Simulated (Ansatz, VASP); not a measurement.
**One calculation of Mg, two programs**

File INCAR:

```
SYSTEM = Mg
PREC = Accurate
ENCUT = 520
EDIFF = 1E-8
ISMEAR = -1
SIGMA = 0.08
LREAL = .FALSE.
LASPH = .TRUE.
NELM = 60
ALGO = Normal
ISIF = 2
LWAVE = .FALSE.
LCHARG = .FALSE.
GGA = PE
LEFG = .TRUE.
NBANDS = 9
```

KPOINTS

```
Automatic mesh
0
G
  12 12 7
  0 0 0
```

File POSCAR:

```
Mg
1.0
    3.1658976813      0.0000000000      0.0000000000
   -1.5829488406      2.7417478178      0.0000000000
    0.0000000000      0.0000000000      5.1399115029
Mg
2
Direct
    0.3333333333      0.6666666667      0.2500000000
    0.6666666667      0.3333333333      0.7500000000
```

Input for Ansatz:

```yaml
crystal:
  lattice:
    - [3.1658976813, 0.0, 0.0]
    - [-1.5829488406, 2.7417478178, 0.0]
    - [0.0, 0.0, 5.1399115029]
  atoms:
    - { symbol: Mg, position: [0.3333333333, 0.6666666667, 0.25] }
    - { symbol: Mg, position: [0.6666666667, 0.3333333333, 0.75] }
kpoints:
  mp_grid: { grid: [12, 12, 7] }
scf:
  occupations: { method: fermi_dirac, width: 0.08 }
hamiltonian:
  xc: pbe
  pseudopotentials: { kind: all_electron, datasets: crystal }
output:
  forces: true
  stress: true
  eigenvalues: true
  efg: { contact_densities: true }
```

Change from the starting cell: volume scaled by 0.96, crystal datasets.

Alike in both runs: task electric field gradients; functional PBE; k mesh 12 × 12 × 7; occupations fermi-dirac, width 0.08 eV; no spin polarisation.

|  | VASP | Ansatz |
| --- | --- | --- |
| version | VASP 6.6.1 | Ansatz 0.2.0 |
| potentials or method | VASP PAW PBE potentials, release 64 (Mg), cutoff 520 eV | all-electron PAW with datasets made for the crystal, scalar-relativistic |

```csv
,VASP,Ansatz,Ansatz less VASP
pressure (GPa),0.9,1.0,+0.10
"traceless stress, the component that is largest in VASP (GPa)",-0.55,-0.55,+0.002
size of Vzz on the site where it differs most (V/Å²),1.0,1.1,+0.14
```

Ansatz ran all-electron here, and VASP with PAW potentials.
